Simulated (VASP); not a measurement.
# BaTe in VASP: settings compared

BaTe is run at these levels: PBE, r2SCAN, HSE06; tasks: single point.

Program: VASP 6.6.1. These are calculated values, not measurements. Logs are shortened: lines on timing, memory, paths and dates and some standing lists are left out, and cuts for length are marked.

**1. The cell of the first run**

The structure is tetragonal, space group I-4m2 (No. 119). Conventional cell: a = 5.310 Å, b = 5.310 Å, c = 7.828 Å, α = 90.00°, β = 90.00°, γ = 90.00°. Within 4.3 Å of Ba (site symmetry -4m2) lie 4 Te at 3.30 Å. Te (site symmetry -4m2) has 4 Ba at 3.30 Å within 4.3 Å.

**2. Single point, PBE (biaxial xy strain -4.1%)**

The input, INCAR:

```
PREC = Accurate
ENCUT = 520
EDIFF = 1E-6
ISMEAR = -1
SIGMA = 0.02
LREAL = F
LASPH = T
NELM = 60
ALGO = Normal
ISIF = 2
LWAVE = F
LCHARG = F
GGA = PE
NBANDS = 15
```

The input, KPOINTS:

```
Automatic mesh
0
Gamma
  6 6 6
```

The input, POSCAR:

```
BaTe
1.0
    0.0000000000      3.7548524102      3.9141586680
    3.7548524102      0.0000000000      3.9141586680
    3.7548524102      3.7548524102      0.0000000000
Ba Te
1 1
Direct
    0.0000000000      0.0000000000      0.0000000000
    0.2500000000      0.2500000000      0.2500000000
```

Potentials or basis: VASP PAW PBE potentials, release 64 (Ba_sv, Te).

Command:

```console
cat potpaw_PBE.64/Ba_sv/POTCAR potpaw_PBE.64/Te/POTCAR > POTCAR
mpirun -np 1 vasp_std > vasp.out
```

OUTCAR:

```text
PREC = Accurate
   ENCUT = 520
   EDIFF = 1E-6
   ISMEAR = -1
   LREAL = F
   LASPH = T
   NELM = 60
   ISIF = 2
   GGA = PE

 ion  position               nearest neighbor table
   1  0.000  0.000  0.000-   2 3.30   2 3.30   2 3.30   2 3.30
   2  0.250  0.250  0.250-   1 3.30   1 3.30   1 3.30   1 3.30

  LATTYP: Found a body centered tetragonal cell.
 ALAT       =     5.3101632032
 C/A-ratio  =     1.4742140752

  Lattice vectors:

 A1 = (  -3.7548524102,   0.0000000000,   3.9141586680)
 A2 = (   3.7548524102,   0.0000000000,   3.9141586680)
 A3 = (   0.0000000000,   3.7548524102,  -3.9141586680)

Analysis of symmetry for initial positions (statically):
=====================================================================
 Subroutine PRICEL returns:
 Original cell was already a primitive cell.

 Routine SETGRP: Setting up the symmetry group for a
 body centered tetragonal supercell.

 Subroutine GETGRP returns: Found  8 space group operations
 (whereof  8 operations were pure point group operations)
 out of a pool of 16 trial point group operations.

The static configuration has the point symmetry D_2d.

Analysis of symmetry for dynamics (positions and initial velocities):
=====================================================================
 Subroutine PRICEL returns:
 Original cell was already a primitive cell.

 Routine SETGRP: Setting up the symmetry group for a
 body centered tetragonal supercell.

 Subroutine GETGRP returns: Found  8 space group operations
 (whereof  8 operations were pure point group operations)
 out of a pool of 16 trial point group operations.

The dynamic configuration has the point symmetry D_2d.

 Subroutine INISYM returns: Found  8 space group operations
 (whereof  8 operations are pure point group operations),
 and found     1 'primitive' translations

----------------------------------------------------------------------------------------

                                     Primitive cell

  volume of cell :     110.3708

  direct lattice vectors                    reciprocal lattice vectors
     0.000000000  3.754852410  3.914158668    -0.133161026  0.133161026  0.127741372
     3.754852410  0.000000000  3.914158668     0.133161026 -0.133161026  0.127741372
     3.754852410  3.754852410  0.000000000     0.133161026  0.133161026 -0.127741372

  length of vectors
     5.423979600  5.423979600  5.310163203     0.227555655  0.227555655  0.227555655

  position of ions in fractional coordinates (direct lattice)
     0.000000000  0.000000000  0.000000000
     0.250000000  0.250000000  0.250000000
[... 82 lines left out ...]
   NFREE  =      0    steps in history (QN), initial steepest desc. (CG)
   ISIF   =      2    stress and relaxation
   ISYM   =      2    0-nonsym 1-usesym 2-fastsym
   POTIM  = 0.5000    time-step for ionic-motion
   TEBEG  =    0.0;   TEEND  =   0.0 temperature during run
   PSTRESS=    0.0 pullay stress
   NELECT =      16.0000    total number of electrons
   NUPDOWN=      -1.0000    fix difference up-down
   EMIN   =  10.00;   EMAX   =-10.00  energy-range for DOS
   EFERMI =   0.00;   METHOD = LEGACY
   ISMEAR =    -1;   SIGMA  =   0.02  broadening in eV -4-tet -1-fermi 0-gaus
   EFERMI_NEDOS =   21; number of points for ismear=-14 and -15
   IALGO  =     38    algorithm
   IMIX   =      4    mixing-type and parameters
     AMIX     =   0.40;   BMIX     =  1.00
     AMIX_MAG =   1.60;   BMIX_MAG =  1.00
  volume/ion in A,a.u.               =      55.19       372.41
  Fermi-wavevector in a.u.,A,eV,Ry     =   0.859997  1.625158 10.062791  0.739594
  Thomas-Fermi vector in A             =   1.977435
   LORBIT       =      0    0 simple, 1 ext, 2 COOP (PROOUT), +10 PAW based schemes
   GGA     = PE    functional components
[... 5 lines left out ...]
 non-spin polarized calculation
  energy-cutoff  :      520.00
  volume of cell :      110.37
 maximum number of plane-waves:      2990
   NGX = 21   NGY = 21   NGZ = 19

 number of electron      15.9999999 magnetization

 Free energy of the ion-electron system (eV)
  ---------------------------------------------------
  ext. energy  EPLUGINS =         0.00000000
  ---------------------------------------------------
  free energy    TOTEN  =        -8.02610214 eV

  energy without entropy =       -8.02610214  energy(sigma->0) =       -8.02610214

 E-fermi :   0.8828     XC(G=0):  -6.9844

 val. band max:        0.4397698525   @ k =   0.5000   0.5000   0.0000
 cond. band min:       3.0872309831   @ k =   0.0000   0.0000   0.0000
 fundamental gap:      2.6474611306
 Fermi energy:         0.8828409574

 k-point     1 :       0.0000    0.0000    0.0000
  band No.  band energies     occupation
      1     -26.2775      2.00000
      2     -11.4997      2.00000
      3     -11.4997      2.00000
      4     -11.4949      2.00000
      5      -8.4452      2.00000
      6      -0.1634      2.00000
      7      -0.1329      2.00000
      8      -0.1329      2.00000
      9       3.0872      0.00000
     10       4.4769      0.00000
     11       4.7220      0.00000
     12       6.5325      0.00000
     13       6.8105      0.00000
     14       6.8105      0.00000
[... 401 lines left out ...]
      2     -11.7637      2.00000
      3     -11.5588      2.00000
      4     -11.5391      2.00000
      5      -7.9872      2.00000
      6      -0.5743      2.00000
      7       0.2210      2.00000
      8       0.3082      2.00000
      9       3.3896      0.00000
     10       4.4823      0.00000
     11       5.1543      0.00000
     12       5.8842      0.00000
     13       6.1418      0.00000
     14       7.0945      0.00000
     15       8.4951      0.00000

 [... further k-points ...]

------------------------ aborting loop because EDIFF is reached ----------------------------------------

  FORCE on cell =-STRESS in cart. coord.  units (eV):
  Direction    XX          YY          ZZ          XY          YZ          ZX
  --------------------------------------------------------------------------------------
  -------------------------------------------------------------------------------------
  Total        1.4177005      1.4177005      1.4527372      0.0000000      0.0000000     -0.0000000
  in kB       20.5797893     20.5797893     21.0883930      0.0000000      0.0000000     -0.0000000
  external PRESSURE =      20.7493238 kB  Pullay stress =       0.0000000 kB

 VOLUME and BASIS-vectors are now :
 -----------------------------------------------------------------------------
  energy-cutoff  :      520.00
  volume of cell :      110.37
      direct lattice vectors                 reciprocal lattice vectors
     0.000000000  3.754852410  3.914158668    -0.133161026  0.133161026  0.127741372
     3.754852410  0.000000000  3.914158668     0.133161026 -0.133161026  0.127741372
     3.754852410  3.754852410  0.000000000     0.133161026  0.133161026 -0.127741372

 POSITION                                       TOTAL-FORCE (eV/Angst)
 -----------------------------------------------------------------------------------
      0.00000      0.00000      0.00000         0.000000      0.000000     -0.000000
      1.87743      1.87743      1.95708        -0.000000     -0.000000      0.000000
 -----------------------------------------------------------------------------------
    total drift:                               -0.000000     -0.000000     -0.000000

  FREE ENERGIE OF THE ION-ELECTRON SYSTEM (eV)
  ---------------------------------------------------
  free  energy   TOTEN  =        -8.0261021426 eV

  energy  without entropy=       -8.0261021426  energy(sigma->0) =       -8.02610214
```

OSZICAR:

```text
N       E                     dE             d eps       ncg     rms          rms(c)
DAV:   1     0.897515709067E+02    0.89752E+02   -0.58847E+03   900   0.855E+02
DAV:   2    -0.168240237294E+01   -0.91434E+02   -0.84111E+02  1202   0.154E+02
DAV:   3    -0.819148935221E+01   -0.65091E+01   -0.64605E+01  1275   0.444E+01
DAV:   4    -0.839348701994E+01   -0.20200E+00   -0.20194E+00  1191   0.784E+00
DAV:   5    -0.839794131993E+01   -0.44543E-02   -0.44542E-02  1316   0.985E-01    0.402E+00
DAV:   6    -0.805404678960E+01    0.34389E+00   -0.33699E-01  1012   0.257E+00    0.271E+00
DAV:   7    -0.800648591544E+01    0.47561E-01   -0.28119E-01  1110   0.242E+00    0.107E+00
DAV:   8    -0.802124262610E+01   -0.14757E-01   -0.31776E-02   977   0.110E+00    0.299E-01
DAV:   9    -0.802436196089E+01   -0.31193E-02   -0.54362E-03  1110   0.418E-01    0.131E-01
DAV:  10    -0.802553740718E+01   -0.11754E-02   -0.79774E-04   977   0.150E-01    0.323E-02
DAV:  11    -0.802608001349E+01   -0.54261E-03   -0.68872E-04  1019   0.117E-01    0.388E-02
DAV:  12    -0.802609643033E+01   -0.16417E-04   -0.34700E-05  1264   0.294E-02    0.116E-02
DAV:  13    -0.802610106067E+01   -0.46303E-05   -0.13876E-05  1033   0.169E-02    0.606E-03
DAV:  14    -0.802610221449E+01   -0.11538E-05   -0.22006E-06  1130   0.654E-03    0.640E-03
DAV:  15    -0.802610214260E+01    0.71890E-07   -0.24284E-07   884   0.271E-03
   1 F= -.80261021E+01 E0= -.80261021E+01  d E =-.726284E-11
```

Wall time 66 s (1 thread of AMD EPYC 7R43 (Zen 3), shared host); peak memory 0.22 GiB.

Results:

* Free energy: -8.0261 eV
* Pressure: 2.1 GPa
* Band gap on the k mesh: 2.65 eV (least direct gap 2.79 eV)

Levels at points of the mesh, in eV from the valence-band top:
```tsv
k point	band 5	band 6	band 7	band 8	band 9	band 10	band 11	band 12
(0.00, 0.00, 0.00)	-8.88	-0.60	-0.57	-0.57	2.65	4.04	4.28	6.09
(0.50, 0.00, 0.00)	-8.51	-0.80	-0.40	-0.33	4.04	4.40	4.40	4.65
(0.50, 0.50, 0.00)	-8.37	-1.18	0.00	0.00	2.79	3.93	5.07	5.07
(0.50, 0.00, 0.50)	-8.40	-1.14	-0.08	-0.04	2.89	3.96	5.11	5.14
```

Caveat: the cell differs from its parent crystal (biaxial xy strain -4.1%); the structure was generated, so it needn't be the stable form of BaTe; spin-orbit coupling is left out, which moves the levels of the heavy elements. A k mesh can miss the band edges.

**3. Single point, r2SCAN (biaxial xy strain -4.1%)**

POSCAR is that of step 2.

The input, INCAR.step1:

```
SYSTEM = BaTe
  ALGO = Normal
  EDIFF = 1E-4
  ENCUT = 520
  GGA = PE
  ISMEAR = 0
  LASPH = .TRUE.
  LCHARG = .FALSE.
  LREAL = .FALSE.
  LWAVE = .TRUE.
  NBANDS = 15
  NELM = 60
  PREC = Accurate
  SIGMA = 0.01
```

The input, INCAR.step2:

```
SYSTEM = BaTe
  ALGO = Normal
  EDIFF = 1E-6
  ENCUT = 520
  ISIF = 2
  ISMEAR = 0
  ISTART = 1
  LASPH = .TRUE.
  LCHARG = .FALSE.
  LMIXTAU = .TRUE.
  LREAL = .FALSE.
  LWAVE = .FALSE.
  METAGGA = R2SCAN
  NBANDS = 15
  NELM = 60
  PREC = Accurate
  SIGMA = 0.01
```

The input, KPOINTS:

```
k-points
0
G
  6 6 6
  0 0 0
```

Potentials or basis: VASP PAW PBE potentials, release 64 (Ba_sv, Te).

Command:

```console
cat potpaw_PBE.64/Ba_sv/POTCAR potpaw_PBE.64/Te/POTCAR > POTCAR
cp INCAR.step1 INCAR
mpirun -np 1 vasp_std > vasp.out
cp INCAR.step2 INCAR
mpirun -np 1 vasp_std > vasp.out
```

Run time: 6.9 min. Hardware: 1 thread of AMD EPYC 7R43 (Zen 3), shared host; peak memory 0.23 GiB.

It converged, with:

- Free energy: -55.3102 eV
- Pressure: 2.1 GPa
- Band gap on the k mesh: 3.02 eV (least direct gap 3.05 eV)

Stress tensor (GPa, compression positive):
```
2.11 0.00 0.00
0.00 2.11 0.00
0.00 0.00 2.19
```

Levels at points of the mesh, in eV from the valence-band top:
```csv
k point,band 4,band 5,band 6,band 7,band 8,band 9,band 10,band 11,band 12,band 13
"(0.00, 0.00, 0.00)",-12.29,-9.16,-0.60,-0.57,-0.57,3.02,4.50,4.76,6.55,6.85
"(0.50, 0.00, 0.00)",-12.31,-8.77,-0.80,-0.40,-0.32,4.41,4.87,4.88,5.10,5.80
"(0.50, 0.50, 0.00)",-12.34,-8.62,-1.17,0.00,0.00,3.05,4.40,5.57,5.57,5.70
"(0.50, 0.00, 0.50)",-12.34,-8.65,-1.14,-0.08,-0.04,3.14,4.43,5.60,5.65,5.70
```

Caveat: the cell differs from its parent crystal (biaxial xy strain -4.1%); the structure was generated, so it needn't be the stable form of BaTe; the PAW data sets were made with another functional, which shifts forces and pressure a little; spin-orbit coupling is left out, which moves the levels of the heavy elements. A k mesh can miss the band edges.

**4. Single point, HSE06 (strain +4.5%)**

The input, POSCAR:

```
BaTe
1.0
    0.0000000000      4.0906872239      4.0906872239
    4.0906872239      0.0000000000      4.0906872239
    4.0906872239      4.0906872239      0.0000000000
Ba Te
1 1
Direct
    0.0000000000      0.0000000000      0.0000000000
    0.2500000000      0.2500000000      0.2500000000
```

The input, INCAR.step1:

```
SYSTEM = BaTe
PREC = Accurate ; ENCUT = 520
EDIFF = 1E-5 ; ISMEAR = 0
SIGMA = 0.01 ; LREAL = .FALSE.
LASPH = .TRUE. ; NELM = 100
ALGO = Normal ; ISIF = 2
LWAVE = .TRUE. ; LCHARG = .FALSE.
NBANDS = 15 ; GGA = PE
```

The input, INCAR.step2:

```
SYSTEM = BaTe
PREC = Accurate ; ENCUT = 520
EDIFF = 1E-6 ; ISMEAR = 0
SIGMA = 0.01 ; LREAL = .FALSE.
LASPH = .TRUE. ; NELM = 100
ALGO = Normal ; ISIF = 2
LWAVE = .FALSE. ; LCHARG = .FALSE.
GGA = PE ; LHFCALC = .TRUE.
HFSCREEN = 0.2079 ; PRECFOCK = Normal
NBANDS = 15 ; ISTART = 1
```

The input, KPOINTS:

```
regular mesh
0
G
  4 4 4
  0 0 0
```

Command:

```console
cat potpaw_PBE.64/Ba_sv/POTCAR potpaw_PBE.64/Te/POTCAR > POTCAR
cp INCAR.step1 INCAR
mpirun -np 1 vasp_std > vasp.out
cp INCAR.step2 INCAR
mpirun -np 1 vasp_std > vasp.out
```

It took 35 min on 1 thread of AMD EPYC 7R43 (Zen 3), shared host; peak memory 0.39 GiB.

The run converged. Its results:

```yaml
Free_energy: -9.1146 eV
Pressure: -2.0 GPa
Band_gap_on_the_k_mesh: 3.07 eV (least direct gap 3.35 eV)
```

Levels at points of the mesh, in eV from the valence-band top:
```csv
k point,band 6,band 7,band 8,band 9,band 10,band 11
"(0.00, 0.00, 0.00)",-0.28,-0.28,-0.28,3.07,4.91,4.91
"(0.50, 0.00, 0.00)",-0.61,-0.15,-0.15,4.67,4.98,5.05
"(0.50, 0.50, 0.00)",-0.80,0.00,0.00,3.68,4.58,5.65
```

Caveat: the cell differs from its parent crystal (strain +4.5%); the structure was generated, so it needn't be the stable form of BaTe; the PAW data sets were made with another functional, which shifts forces and pressure a little; spin-orbit coupling is left out, which moves the levels of the heavy elements. A k mesh can miss the band edges.

**5. Overview**

| level | cell | k mesh | smearing | grid for exact exchange (PRECFOCK) | share of exact exchange | screening parameter | gap on the mesh (eV) | pressure (GPa) |
| --- | --- | --- | --- | --- | --- | --- | --- | --- |
| PBE | a = 5.424, b = 5.424, c = 5.310 Å, angles 60.7, 60.7, 58.6°, 2 atoms | 6 × 6 × 6 | fermi-dirac 0.02 eV | - | - | - | 2.65 | 2.1 |
| r2SCAN | a = 5.424, b = 5.424, c = 5.310 Å, angles 60.7, 60.7, 58.6°, 2 atoms | 6 × 6 × 6 | gaussian 0.01 eV | - | - | - | 3.02 | 2.1 |
| HSE06 | a = 5.785 Å, angles 60.0°, 2 atoms | 4 × 4 × 4 | gaussian 0.01 eV | Normal | 0.25 | 0.2079 1/Å | 3.07 | -2.0 |

Alike in all rows: task single point; potentials or basis VASP PAW PBE potentials, release 64 (Ba_sv, Te); no spin polarisation; cutoff (eV) 520.

Caveats: the structure was generated, so it needn't be the stable form of BaTe; spin-orbit coupling is left out, which moves the levels of the heavy elements; the PAW data sets were made with another functional, which shifts forces and pressure a little (at least some runs).

Total energies depend on the potentials used, so only differences within one code and one set of settings carry meaning.
